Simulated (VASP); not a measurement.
# YF (R-3m) in VASP: single point with PBE

Aim: the single point of YF with PBE.

All numbers are computed with VASP 6.6.1; they aren't measurements. Logs are shortened: lines on timing, memory, paths and dates and some standing lists are left out, and cuts for length are marked.

## 1. The cell of the first run

It takes space group R-3m (No. 166, trigonal). The conventional cell has a = 3.768 Å, b = 3.768 Å, c = 19.331 Å, α = 90.00°, β = 90.00°, γ = 120.00°. Y (site symmetry 3m) has 4 F at 2.42 to 2.51 Å within 3.2 Å. Within 3.2 Å of F (site symmetry 3m) lie 4 Y at 2.42 to 2.51 Å and 3 F at 2.61 Å.

## 2. Single point, PBE

Contents of INCAR:

```
SYSTEM = YF
PREC = Accurate
ENCUT = 520
EDIFF = 1E-6
ISMEAR = 0
SIGMA = 0.1
LREAL = .False.
LASPH = .True.
NELM = 100
ALGO = Normal
ISIF = 2
LWAVE = .False.
LCHARG = .True.
GGA = PE
LELF = .True.
LVHAR = .True.
NBANDS = 26
```

Contents of KPOINTS:

```
Automatic mesh
0
Gamma
  12 12 12
  0 0 0
```

Contents of POSCAR:

```
YF
1.0
    1.8839176115      1.0876803401      6.4437131093
   -1.8839176115      1.0876803401      6.4437131093
    0.0000000000     -2.1753606803      6.4437131093
Y F
2 2
Direct
    0.2408656083      0.2408656083      0.2408656083
    0.7591343917      0.7591343917      0.7591343917
    0.3707663122      0.3707663122      0.3707663122
    0.6292336878      0.6292336878      0.6292336878
```

Potentials or basis: VASP PAW PBE potentials, release 64 (Y_sv, F).

On the command line:

```console
cat potpaw_PBE.64/Y_sv/POTCAR potpaw_PBE.64/F/POTCAR > POTCAR
mpirun -np 1 vasp_std > vasp.out
```

OUTCAR:

```text
SYSTEM = YF
   PREC = Accurate
   ENCUT = 520
   EDIFF = 1E-6
   ISMEAR = 0
   LREAL = .False.
   LASPH = .True.
   NELM = 100
   ISIF = 2
   GGA = PE

 ion  position               nearest neighbor table
   1  0.241  0.241  0.241-   4 2.42   4 2.42   4 2.42   3 2.51   2 3.60   2 3.60   2 3.60   2 4.18
                             2 4.18   2 4.18
   2  0.759  0.759  0.759-   3 2.42   3 2.42   3 2.42   4 2.51   1 3.60   1 3.60   1 3.60   1 4.18
                             1 4.18   1 4.18
   3  0.371  0.371  0.371-   2 2.42   2 2.42   2 2.42   1 2.51
   4  0.629  0.629  0.629-   1 2.42   1 2.42   1 2.42   2 2.51

  LATTYP: Found a trigonal (rhomboedric) cell.
 ALAT       =     6.8010023323
 COS(alpha) =     0.8465354889

  Lattice vectors:

 A1 = (   1.8839176115,   1.0876803401,   6.4437131093)
 A2 = (  -1.8839176115,   1.0876803401,   6.4437131093)
 A3 = (   0.0000000000,  -2.1753606803,   6.4437131093)

Analysis of symmetry for initial positions (statically):
=====================================================================
 Subroutine PRICEL returns:
 Original cell was already a primitive cell.

 Routine SETGRP: Setting up the symmetry group for a
 trigonal (rhombohedral) supercell.

 Subroutine GETGRP returns: Found 12 space group operations
 (whereof 12 operations were pure point group operations)
 out of a pool of 12 trial point group operations.

The static configuration has the point symmetry D_3d.

Analysis of symmetry for dynamics (positions and initial velocities):
=====================================================================
 Subroutine PRICEL returns:
 Original cell was already a primitive cell.

 Routine SETGRP: Setting up the symmetry group for a
 trigonal (rhombohedral) supercell.

 Subroutine GETGRP returns: Found 12 space group operations
 (whereof 12 operations were pure point group operations)
 out of a pool of 12 trial point group operations.

The dynamic configuration has the point symmetry D_3d.

 Subroutine INISYM returns: Found 12 space group operations
 (whereof 12 operations are pure point group operations),
 and found     1 'primitive' translations

----------------------------------------------------------------------------------------

                                     Primitive cell

  volume of cell :      79.2229

  direct lattice vectors                    reciprocal lattice vectors
     1.883917612  1.087680340  6.443713109     0.265404388  0.153231295  0.051730008
    -1.883917612  1.087680340  6.443713109    -0.265404388  0.153231295  0.051730008
     0.000000000 -2.175360680  6.443713109     0.000000000 -0.306462589  0.051730008

  length of vectors
     6.801002332  6.801002332  6.801002332     0.310797864  0.310797864  0.310797864

  position of ions in fractional coordinates (direct lattice)
     0.240865608  0.240865608  0.240865608
     0.759134392  0.759134392  0.759134392
     0.370766312  0.370766312  0.370766312
     0.629233688  0.629233688  0.629233688

  ion indices of the primitive-cell ions
   primitive index   ion index
                 1           1
                 2           2
                 3           3
                 4           4

----------------------------------------------------------------------------------------

 KPOINTS: Automatic mesh

Automatic generation of k-mesh.
 Grid dimensions read from file:
 generate k-points for:   12   12   12

 Generating k-lattice:

  Cartesian coordinates                     Fractional coordinates (reciprocal lattice)
     0.022117032  0.012769275  0.004310834     0.083333333 -0.000000000  0.000000000
    -0.022117032  0.012769275  0.004310834    -0.000000000  0.083333333  0.000000000
     0.000000000 -0.025538549  0.004310834     0.000000000  0.000000000  0.083333333

  Length of vectors
     0.025899822  0.025899822  0.025899822

  Shift w.r.t. Gamma in fractional coordinates (k-lattice)
     0.000000000  0.000000000  0.000000000

 Subroutine IBZKPT returns following result:
 ===========================================

 Found    189 irreducible k-points:

 Following reciprocal coordinates:
            Coordinates               Weight
  0.000000  0.000000  0.000000      1.000000
  0.083333  0.000000 -0.000000      6.000000
  0.166667 -0.000000 -0.000000      6.000000
  0.250000 -0.000000 -0.000000      6.000000
  0.333333 -0.000000 -0.000000      6.000000
  0.416667  0.000000 -0.000000      6.000000
[... 16 lines left out ...]
  0.500000  0.166667 -0.000000     12.000000
 -0.416667  0.166667  0.000000     12.000000
 [... further k-points ...]
   k-points           NKPTS =    189   k-points in BZ     NKDIM =    189   number of bands    NBANDS=     26
   number of dos      NEDOS =    301   number of ions     NIONS =      4
   total plane-waves  NPLWV = 157464
   dimension x,y,z NGX =    54 NGY =   54 NGZ =   54
   dimension x,y,z NGXF=   108 NGYF=  108 NGZF=  108
   ions per type =               2   2
   NGX,Y,Z   is equivalent  to a cutoff of  13.20, 13.20, 13.20 a.u.
   NGXF,Y,Z  is equivalent  to a cutoff of  26.40, 26.40, 26.40 a.u.
 SYSTEM =  YF
   PREC   = accura    normal or accurate (medium, high low for compatibility)
   ISTART =      0    job   : 0-new  1-cont  2-samecut
   ICHARG =      2    charge: 1-file 2-atom 10-const
   ISPIN  =      1    spin polarized calculation?
   LNONCOLLINEAR =      F non collinear calculations
   LSORBIT =      F    spin-orbit coupling
   LASPH  =      T    aspherical Exc in radial PAW
   ENCUT  =  520.0 eV  38.22 Ry    6.18 a.u.  12.65 12.65 12.65*2*pi/ulx,y,z
   NELM   =    100;   NELMIN=  2; NELMDL= -5     # of ELM steps
   EDIFF  = 0.1E-05   stopping-criterion for ELM
   LREAL  =      F    real-space projection
   EDIFFG = 0.1E-04   stopping-criterion for IOM
   NSW    =      0    number of steps for IOM
   IBRION =     -1    ionic relax: 0-MD 1-quasi-New 2-CG
   NFREE  =      0    steps in history (QN), initial steepest desc. (CG)
   ISIF   =      2    stress and relaxation
   ISYM   =      2    0-nonsym 1-usesym 2-fastsym
   POTIM  = 0.5000    time-step for ionic-motion
   TEBEG  =    0.0;   TEEND  =   0.0 temperature during run
   PSTRESS=    0.0 pullay stress
   NELECT =      36.0000    total number of electrons
   NUPDOWN=      -1.0000    fix difference up-down
   EMIN   =  10.00;   EMAX   =-10.00  energy-range for DOS
   EFERMI =   0.00;   METHOD = LEGACY
   ISMEAR =     0;   SIGMA  =   0.10  broadening in eV -4-tet -1-fermi 0-gaus
   EFERMI_NEDOS =   21; number of points for ismear=-14 and -15
   IALGO  =     38    algorithm
   IMIX   =      4    mixing-type and parameters
     AMIX     =   0.40;   BMIX     =  1.00
     AMIX_MAG =   1.60;   BMIX_MAG =  1.00
  volume/ion in A,a.u.               =      19.81       133.66
  Fermi-wavevector in a.u.,A,eV,Ry     =   1.258613  2.378433 21.553071  1.584106
  Thomas-Fermi vector in A             =   2.392214
   LORBIT       =      0    0 simple, 1 ext, 2 COOP (PROOUT), +10 PAW based schemes
   GGA     = PE    functional components
   LHFCALC =     F    Hartree Fock is set to
   AEXX    =    0.0000 exact exchange contribution
   IVDW    =     0    specifies the selected vdW correction
   LEPSILON=     F    determine dielectric tensor
   LRPA    =     F    only Hartree local field effects (RPA)
 non-spin polarized calculation
 Gauss-broadening in eV      SIGMA  =   0.10
  energy-cutoff  :      520.00
  volume of cell :       79.22
 maximum number of plane-waves:      2152
 NGX is ok and might be reduce to    54
   NGX = 25   NGY = 25   NGZ = 25

 number of electron      36.0000001 magnetization

 Free energy of the ion-electron system (eV)
  ---------------------------------------------------
  ext. energy  EPLUGINS =         0.00000000
  ---------------------------------------------------
  free energy    TOTEN  =       -26.54505561 eV

  energy without entropy =      -26.51089491  energy(sigma->0) =      -26.52797526

 E-fermi :   3.8937     XC(G=0):  -9.6989

 val. band max:        3.8935402550   @ k =   0.2500  -0.0000  -0.0000
 cond. band min:       3.8940598598   @ k =   0.4167   0.2500   0.1667
 fundamental gap:      0.0005196048
 Fermi energy:         3.8936786267

 k-point     1 :       0.0000    0.0000    0.0000
  band No.  band energies     occupation
      1     -39.5102      2.00000
      2     -39.4730      2.00000
      3     -22.5639      2.00000
      4     -21.7399      2.00000
      5     -19.3675      2.00000
      6     -19.3675      2.00000
[... 18 lines left out ...]
     25       6.9077      0.00000
     26       7.7821      0.00000

 k-point     2 :       0.0833    0.0000   -0.0000
  band No.  band energies     occupation
      1     -39.5078      2.00000
      2     -39.4718      2.00000
      3     -22.5591      2.00000
      4     -21.7673      2.00000
      5     -19.3790      2.00000
      6     -19.3722      2.00000
[... 18 lines left out ...]
     25       6.9472      0.00000
     26       7.5587      0.00000

 k-point     3 :       0.1667   -0.0000   -0.0000
  band No.  band energies     occupation
      1     -39.5009      2.00000
      2     -39.4685      2.00000
      3     -22.5448      2.00000
      4     -21.8424      2.00000
      5     -19.4703      2.00000
      6     -19.3849      2.00000
[... 18 lines left out ...]
     25       7.0707      0.00000
     26       7.4106      0.00000

 k-point     4 :       0.2500   -0.0000   -0.0000
  band No.  band energies     occupation
      1     -39.4911      2.00000
      2     -39.4645      2.00000
      3     -22.5214      2.00000
      4     -21.9477      2.00000
      5     -19.5414      2.00000
      6     -19.4020      2.00000
[... 18 lines left out ...]
     25       7.2845      0.00000
     26       7.4592      0.00000

 k-point     5 :       0.3333   -0.0000   -0.0000
  band No.  band energies     occupation
      1     -39.4805      2.00000
      2     -39.4612      2.00000
      3     -22.4891      2.00000
      4     -22.0604      2.00000
      5     -19.5768      2.00000
      6     -19.4190      2.00000
[... 18 lines left out ...]
     25       7.6144      0.00000
     26       7.7279      0.00000

 k-point     6 :       0.4167    0.0000   -0.0000
  band No.  band energies     occupation
      1     -39.4714      2.00000
      2     -39.4601      2.00000
      3     -22.4525      2.00000
      4     -22.1554      2.00000
      5     -19.5756      2.00000
      6     -19.4573      2.00000
[... 427 lines left out ...]
 k-point    21 :       0.3333    0.1667   -0.0000
  band No.  band energies     occupation
      1     -39.4855      2.00000
      2     -39.4632      2.00000
      3     -22.5083      2.00000
      4     -22.0007      2.00000
      5     -19.5520      2.00000
      6     -19.4232      2.00000
[... 18 lines left out ...]
     25       7.6555      0.00000
     26       7.8549      0.00000

 k-point    22 :       0.4167    0.1667    0.0000
  band No.  band energies     occupation
      1     -39.4761      2.00000
      2     -39.4606      2.00000
      3     -22.4742      2.00000
      4     -22.1026      2.00000
      5     -19.5643      2.00000
      6     -19.4772      2.00000
[... 18 lines left out ...]
     25       8.0799      0.00000
     26       8.2439      0.00000

 k-point    23 :       0.5000    0.1667   -0.0000
  band No.  band energies     occupation
      1     -39.4680      2.00000
      2     -39.4598      2.00000
      3     -22.4330      2.00000
      4     -22.1921      2.00000
      5     -19.5631      2.00000
      6     -19.5253      2.00000
[... 18 lines left out ...]
     25       8.1655      0.00000
     26       8.6553      0.00000

 k-point    24 :      -0.4167    0.1667    0.0000
  band No.  band energies     occupation
      1     -39.4648      2.00000
      2     -39.4599      2.00000
      3     -22.4090      2.00000
      4     -22.2335      2.00000
      5     -19.5656      2.00000
      6     -19.5423      2.00000
[... 18 lines left out ...]
     25       8.1039      0.00000
     26       8.7662      0.00000

 [... further k-points ...]
[... 5 lines left out ...]
  --------------------------------------------------------------------------------------
  -------------------------------------------------------------------------------------
  Total       -0.0602154     -0.0602154     -0.0593915     -0.0000000      0.0000000      0.0000000
  in kB       -1.2177757     -1.2177757     -1.2011139     -0.0000000      0.0000000      0.0000000
  external PRESSURE =      -1.2122218 kB  Pullay stress =       0.0000000 kB

 VOLUME and BASIS-vectors are now :
 -----------------------------------------------------------------------------
  energy-cutoff  :      520.00
  volume of cell :       79.22
      direct lattice vectors                 reciprocal lattice vectors
     1.883917612  1.087680340  6.443713109     0.265404388  0.153231295  0.051730008
    -1.883917612  1.087680340  6.443713109    -0.265404388  0.153231295  0.051730008
     0.000000000 -2.175360680  6.443713109     0.000000000 -0.306462589  0.051730008

 POSITION                                       TOTAL-FORCE (eV/Angst)
 -----------------------------------------------------------------------------------
      0.00000     -0.00000      4.65621         0.000000      0.000000     -0.011723
      0.00000     -0.00000     14.67493         0.000000     -0.000000      0.011723
      0.00000     -0.00000      7.16734         0.000000      0.000000     -0.003682
      0.00000     -0.00000     12.16380         0.000000     -0.000000      0.003682
 -----------------------------------------------------------------------------------
    total drift:                               -0.000000      0.000000     -0.000000

  FREE ENERGIE OF THE ION-ELECTRON SYSTEM (eV)
  ---------------------------------------------------
  free  energy   TOTEN  =       -26.5450556144 eV

  energy  without entropy=      -26.5108949122  energy(sigma->0) =      -26.52797526
```

It took 32 min on 1 thread of AMD EPYC 7R43 (Zen 3), shared host; peak memory 0.61 GiB.

Results:

```yaml
Free_energy: -26.5451 eV
Pressure: -0.1 GPa
Largest_force: 0.012 eV/Å
Band_gap_on_the_k_mesh: zero (band 18 reaches 4.03 eV, above the bottom of band 19 at 3.68 eV)
```

Forces on the atoms (eV/Å):
```
Y    0.000  0.000 -0.012
Y    0.000  0.000  0.012
F    0.000  0.000 -0.004
F    0.000  0.000  0.004
```

Levels at points of the mesh, in eV from the Fermi level:
```
           k point  band 14  band 15  band 16  band 17  band 18  band 19  band 20  band 21  band 22  band 23
(0.00, 0.00, 0.00)    -7.23    -7.18    -7.18    -2.89    -0.32     1.93     1.93     2.12     2.52     2.52
(0.50, 0.00, 0.00)    -7.02    -6.98    -6.82    -0.62    -0.53     0.26     1.23     2.15     3.17     3.83
(0.50, 0.50, 0.00)    -7.00    -6.98    -6.81    -0.57    -0.47    -0.16     1.79     2.24     3.07     4.03
(0.50, 0.50, 0.50)    -7.40    -7.18    -7.18    -2.11    -0.72     1.73     1.73     2.05     2.55     2.55
```
